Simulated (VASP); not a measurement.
# H20CO9 in VASP: further runs, part 2 of 2

VASP 6.6.1. Earlier steps stand in the parts before.

### Step 4. Single point, r2SCAN

POSCAR reads:

```
H20CO9
1.0
    6.7459970000      0.0000000000      0.0000000000
    0.0000000000      6.7459970000      0.0000000000
    0.0000000000      0.0000000000      6.7459970000
O H C
9 20 1
Direct
    0.0685295294      0.1197747346      0.4988143339
    0.8086128707      0.8815301875      0.0055440286
    0.2477172759      0.6035727558      0.3132079661
    0.5501633043      0.5454049268      0.0420842168
    0.3891492985      0.3812483166      0.6520459467
    0.9340502227      0.3658021194      0.1598874117
    0.0003409429      0.7656095904      0.6741182956
    0.6385712890      0.0906463492      0.3660985915
    0.4784466996      0.0154017264      0.7681888978
   -0.0559739354      0.1690928709      0.4370740159
    0.1503261860      0.2411355949      0.5238069332
    0.8929591875      0.8245630705     -0.0979988577
    0.7297216408      0.7586721429      0.0501927291
    0.1981026674      0.7297512881      0.2709162189
    0.1460866348      0.5194487931      0.2483695145
    0.4769198682      0.5608659476     -0.0811295943
    0.4440855814      0.5762083796      0.1441002716
    0.4604211950      0.4376373129      0.5356806414
    0.4430182818      0.2458198544      0.6676700271
    0.8253042508      0.4371184867      0.0988141560
    0.9546550347      0.2545213109      0.0750222688
    0.0137266589      0.9002079307      0.6069080671
    0.1528758462      0.7261639755      0.6695378015
    0.6141271631     -0.0211681090      0.4437594621
    0.7042843334      0.0425289249      0.2555886105
    0.2045954067      0.1014824050      0.8582571264
    0.6123038596     -0.0262229586      0.8151649045
    0.3173882230     -0.0626297343      1.0361552192
    0.3891789457      0.1944412368      1.0317674319
    0.3368071465      0.0656241027      0.9392829555
```

INCAR.step1 reads:

```
ALGO = Normal
EDIFF = 1E-4
ENCUT = 520
GGA = PE
ISMEAR = -1
LASPH = True
LCHARG = False
LREAL = Auto
LWAVE = True
NBANDS = 60
NELM = 60
PREC = Accurate
SIGMA = 0.02
```

INCAR.step2 reads:

```
ALGO = Normal
EDIFF = 1E-6
ENCUT = 520
ISIF = 2
ISMEAR = -1
ISTART = 1
LASPH = True
LCHARG = False
LMIXTAU = True
LREAL = Auto
LWAVE = False
METAGGA = R2SCAN
NBANDS = 60
NELM = 60
PREC = Accurate
SIGMA = 0.02
```

KPOINTS reads:

```
k-points
0
Gamma
  1 1 1
```

Potentials or basis: VASP PAW PBE potentials, release 64 (O, H, C).

On the command line:

```
$ cat potpaw_PBE.64/O/POTCAR potpaw_PBE.64/H/POTCAR potpaw_PBE.64/C/POTCAR > POTCAR
$ cp INCAR.step1 INCAR
$ mpirun -np 1 vasp_gam > vasp.out
$ cp INCAR.step2 INCAR
$ mpirun -np 1 vasp_gam > vasp.out
```

OUTCAR:

```text
EDIFF = 1E-6
   ENCUT = 520
   ISIF = 2
   ISMEAR = -1
   ISTART = 1
   LASPH = True
   LREAL = Auto
   METAGGA = R2SCAN
   NELM = 60
   PREC = Accurate

 ion  position               nearest neighbor table
   1  0.069  0.120  0.499-  10 0.99  11 1.00
   2  0.809  0.882  0.006-  12 0.98  13 1.03
   3  0.248  0.604  0.313-  14 0.96  15 0.99
   4  0.550  0.545  0.042-  16 0.97  17 1.01
   5  0.389  0.381  0.652-  19 0.99  18 1.00
   6  0.934  0.366  0.160-  21 0.95  20 0.97
   7  0.000  0.766  0.674-  22 1.02  23 1.06
   8  0.639  0.091  0.366-  25 0.93  24 0.93
   9  0.478  0.015  0.768-  27 1.00  30 1.54
[... 305 lines left out ...]
  Total       -9.2969802     -3.3991451     -2.3805280     -0.6741753     -1.4154183      0.4826144
  in kB      -48.5192478    -17.7395198    -12.4235426     -3.5183984     -7.3868104      2.5186766
  external PRESSURE =     -26.2274367 kB  Pullay stress =       0.0000000 kB

 VOLUME and BASIS-vectors are now :
 -----------------------------------------------------------------------------
  energy-cutoff  :      520.00
  volume of cell :      307.00
      direct lattice vectors                 reciprocal lattice vectors
     6.745997000  0.000000000  0.000000000     0.148236058  0.000000000  0.000000000
     0.000000000  6.745997000  0.000000000     0.000000000  0.148236058  0.000000000
     0.000000000  0.000000000  6.745997000     0.000000000  0.000000000  0.148236058

 POSITION                                       TOTAL-FORCE (eV/Angst)
 -----------------------------------------------------------------------------------
      0.46230      0.80800      3.36500        -0.446043      1.402544     -0.437233
      5.45490      5.94680      0.03740        -1.232227     -1.564640      0.912193
      1.67110      4.07170      2.11290        -0.336479     -0.408666     -0.888263
      3.71140      3.67930      0.28390        -0.840959      0.746790      0.774664
      2.62520      2.57190      4.39870         0.565440      0.544894     -1.225324
      6.30110      2.46770      1.07860         0.173908      0.574955      0.198675
[... 22 lines left out ...]
      2.62540      1.31170      0.21430        -0.086100     -0.803836     -0.829790
      2.27210      0.44270      6.33640         2.028693      0.013402     -0.579579
 -----------------------------------------------------------------------------------
    total drift:                               -0.003870      0.016350      0.000474

  FREE ENERGIE OF THE ION-ELECTRON SYSTEM (eV)
  ---------------------------------------------------
  free  energy   TOTEN  =      -157.8167836787 eV

  energy  without entropy=     -157.8167836787  energy(sigma->0) =     -157.81678368
```

OUTCAR.step1:

```text
EDIFF = 1E-4
   ENCUT = 520
   GGA = PE
   ISMEAR = -1
   LASPH = True
   LREAL = Auto
   NELM = 60
[... 336 lines left out ...]
      2.62520      2.57190      4.39870         0.251997      0.836333     -1.017834
      6.30110      2.46770      1.07860         0.417172      0.664102      0.576443
[... 22 lines left out ...]
      2.62540      1.31170      0.21430        -0.050055     -0.663020     -0.696303
      2.27210      0.44270      6.33640         2.088795     -0.021250     -0.592927
 -----------------------------------------------------------------------------------
    total drift:                               -0.000408      0.015707     -0.001985

  FREE ENERGIE OF THE ION-ELECTRON SYSTEM (eV)
  ---------------------------------------------------
  free  energy   TOTEN  =      -146.5798176081 eV

  energy  without entropy=     -146.5798176081  energy(sigma->0) =     -146.57981761
```

OSZICAR.step1:

```text
N       E                     dE             d eps       ncg     rms          rms(c)
DAV:   1     0.623060811418E+03    0.62306E+03   -0.42313E+04   120   0.120E+03
DAV:   2    -0.982395746538E+02   -0.72130E+03   -0.69306E+03   156   0.293E+02
DAV:   3    -0.160147637525E+03   -0.61908E+02   -0.61533E+02   144   0.929E+01
DAV:   4    -0.161133144815E+03   -0.98551E+00   -0.98133E+00   152   0.128E+01
DAV:   5    -0.161149319509E+03   -0.16175E-01   -0.16156E-01   152   0.159E+00    0.231E+01
DAV:   6    -0.147282024510E+03    0.13867E+02   -0.41295E+01   136   0.255E+01    0.924E+00
DAV:   7    -0.146807156347E+03    0.47487E+00   -0.15619E+00   152   0.492E+00    0.571E+00
DAV:   8    -0.146578761276E+03    0.22840E+00   -0.57518E-01   144   0.379E+00    0.788E-01
DAV:   9    -0.146573846545E+03    0.49147E-02   -0.71971E-02   152   0.127E+00    0.366E-01
DAV:  10    -0.146579638862E+03   -0.57923E-02   -0.19635E-02   128   0.565E-01    0.203E-01
DAV:  11    -0.146579381798E+03    0.25706E-03   -0.22488E-03   144   0.260E-01    0.981E-02
DAV:  12    -0.146579822835E+03   -0.44104E-03   -0.12331E-03   128   0.181E-01    0.333E-02
DAV:  13    -0.146579817608E+03    0.52265E-05   -0.15600E-04   128   0.650E-02
   1 F= -.14657982E+03 E0= -.14657982E+03  d E =-.252523E-11
```

Run time: 1.7 min. Hardware: 1 thread of Intel Xeon Platinum 8375C at 2.90GHz (Ice Lake), shared host; peak memory 0.36 GiB.

What came out:

```
Free energy            : -157.8168 eV
Pressure               : -2.6 GPa
Largest force          : 3.654 eV/Å
Band gap on the k mesh : 5.16 eV
```

Forces in eV/Å, atoms in the order of the input:
```
O   -0.446  1.403 -0.437
O   -1.232 -1.565  0.912
O   -0.336 -0.409 -0.888
O   -0.841  0.747  0.775
O    0.565  0.545 -1.225
O    0.174  0.575  0.199
O    3.587  0.420 -0.554
O   -0.583  2.058  0.893
O   -0.519  0.162  1.435
H    0.839 -0.277  0.444
H   -0.432 -1.025  0.002
H    0.403  0.092 -0.497
H    0.660  1.564 -0.669
H   -0.001  0.873  0.269
H    0.211 -0.368  0.450
H    0.362 -0.403 -0.291
H    0.837 -0.450 -0.393
H   -0.815 -0.616  1.055
H    0.166  0.216  0.060
H   -0.372  0.005  0.089
H    0.170 -0.562 -0.323
H   -0.138 -0.905  0.614
H   -3.361  0.456  0.106
H   -0.559 -1.366  1.247
H    1.186 -0.743 -2.230
H   -0.540  0.064  0.030
H   -0.953  0.366  0.560
H    0.026 -0.067 -0.222
H   -0.086 -0.804 -0.830
C    2.029  0.013 -0.580
```

Stress tensor (GPa, compression positive):
```
-4.85 -0.35  0.25
-0.35 -1.77 -0.74
 0.25 -0.74 -1.24
```

Caveat: the k points lie up to 0.93 Å⁻¹ apart; the PAW data sets were made with another functional, which shifts forces and pressure a little.
